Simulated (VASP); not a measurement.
Write the native input for VASP 6.6.1 that does the following.

* Task: single point
* Functional: r2SCAN
* Potentials or basis: VASP PAW PBE potentials, release 64 (B, N, O, Zn, Ga_d, Y_sv)
* Cutoff: 520 eV
* k mesh: 2 × 2 × 2, shifted
* Occupations: gaussian, width 0.1 eV
* Spin: no spin polarisation
* Dipole correction: no
* Further INCAR settings: LREAL = Auto; ALGO = Normal; EDIFF = 1e-06; NBANDS = 95; ISYM = 0

Crystal: YZn2Ga3B6N10O2.

```xyz
24
Lattice="4.1070 2.5632 -0.1380 -0.2946 5.3784 4.5366 4.3292 -3.2062 4.8166" Properties=species:S:1:pos:R:3 pbc="T T T"
B     4.2017   -1.1120    4.5983
B     2.5783    1.3561    4.8184
B     4.0888    3.4075    4.9244
B     2.8391    1.9884   -0.1921
B     2.7414    3.1651    7.0319
B     5.3472    3.7513    7.1165
N     6.5729    4.1604    6.3095
N     5.9306    1.1554    1.9031
N     4.0518    3.7168    6.3610
N     3.0008    1.9153    1.3224
N     5.3536    3.3019    4.1953
N     3.6573    6.3716    3.8259
N     7.2539    0.4089    3.9507
N     2.8463    2.8856    4.2421
N     5.3680    3.8157    8.5737
N     3.8326    0.4394    4.2562
O     3.8950    4.6907    1.1809
O     5.5649    1.3630    6.3928
Zn    2.5841    3.4829    2.3398
Zn    4.0648    0.4885    2.2616
Ga    1.1891    3.6752    4.7633
Ga    5.5942    1.2809    4.4913
Ga    3.9760    0.6215    6.9587
Y     1.2658    0.7241    2.0015
```

These files were run (other wordings do the same):

POSCAR

```
YZn2Ga3B6N10O2
1.0
    4.1070467738      2.5631623351     -0.1380365016
   -0.2946214250      5.3784107986      4.5365859380
    4.3292487480     -3.2062405635      4.8165853489
B N O Zn Ga Y
6 10 2 2 3 1
Direct
    0.1963315920      0.1742857625      0.7961490367
    0.1129557808      0.5101534458      0.5231209568
    0.5696556930      0.6284286313      0.4468045052
    0.7213881068      0.0092654839     -0.0279372466
    0.0916437004      0.9072758191      0.6080221042
    0.6107510392      0.8310234938      0.7122778327
    0.9522587184      0.7152797845      0.6635506735
    0.9933602641     -0.0038835473      0.4272473370
    0.4483383820      0.8148223889      0.5660288130
    0.5922054399      0.1586130305      0.1421261746
    0.8618899684      0.4720694579      0.4510867200
    0.8810772611      0.8026684823      0.0635634735
    0.9578047989      0.0799823152      0.7723483434
    0.3635157099      0.5728621898      0.3515860257
    0.4747513626      0.9942079286      0.8572212023
    0.3100476858      0.2984379986      0.6114532258
    1.0302959923      0.3489523904     -0.0539756267
    0.4973024515      0.5226681826      0.8492159612
    0.5627587749      0.4345808602      0.0925922268
    0.5564114082      0.0737015065      0.4160812497
    0.0855088526      0.7900013825      0.2473025848
    0.6851756854      0.3068902720      0.6630548838
    0.0827341566      0.6012185197      0.8808321312
    0.0973981800      0.2162049475      0.2146945285
```

INCAR.step1

```
SYSTEM = YZn2Ga3B6N10O2
PREC = Accurate
ENCUT = 520
ISMEAR = 0
SIGMA = 0.1
LREAL = Auto
LASPH = .TRUE.
NELM = 60
ISYM = 0
NBANDS = 95
GGA = PE
ALGO = Normal
EDIFF = 1E-4
LWAVE = .TRUE.
LCHARG = .FALSE.
```

INCAR.step2

```
SYSTEM = YZn2Ga3B6N10O2
PREC = Accurate
ENCUT = 520
EDIFF = 1E-6
ISMEAR = 0
SIGMA = 0.1
LREAL = Auto
LASPH = .TRUE.
NELM = 60
ALGO = Normal
ISIF = 2
LWAVE = .FALSE.
LCHARG = .FALSE.
METAGGA = R2SCAN
LMIXTAU = .TRUE.
ISYM = 0
NBANDS = 95
ISTART = 1
```

KPOINTS

```
Automatic mesh
0
Gamma
  2 2 2
  0.5 0.5 0.5
```

Potentials or basis: VASP PAW PBE potentials, release 64 (B, N, O, Zn, Ga_d, Y_sv).

The run is started by

```sh
$ cat potpaw_PBE.64/B/POTCAR potpaw_PBE.64/N/POTCAR potpaw_PBE.64/O/POTCAR potpaw_PBE.64/Zn/POTCAR potpaw_PBE.64/Ga_d/POTCAR potpaw_PBE.64/Y_sv/POTCAR > POTCAR
$ cp INCAR.step1 INCAR
$ mpirun -np 1 vasp_std > vasp.out
$ cp INCAR.step2 INCAR
$ mpirun -np 1 vasp_std > vasp.out
```

Results of the run:

The pressure is 1.0 GPa. The largest force is 0.135 eV/Å and the band gap on the k mesh is 3.52 eV, direct.

Caveat: the k points lie up to 0.71 Å⁻¹ apart; the PAW data sets were made with another functional, which shifts forces and pressure a little.

Wall time 11 min on 1 thread of Oxide Virtual Turin-like Processor, with other jobs on the host, peak memory 0.36 GiB.
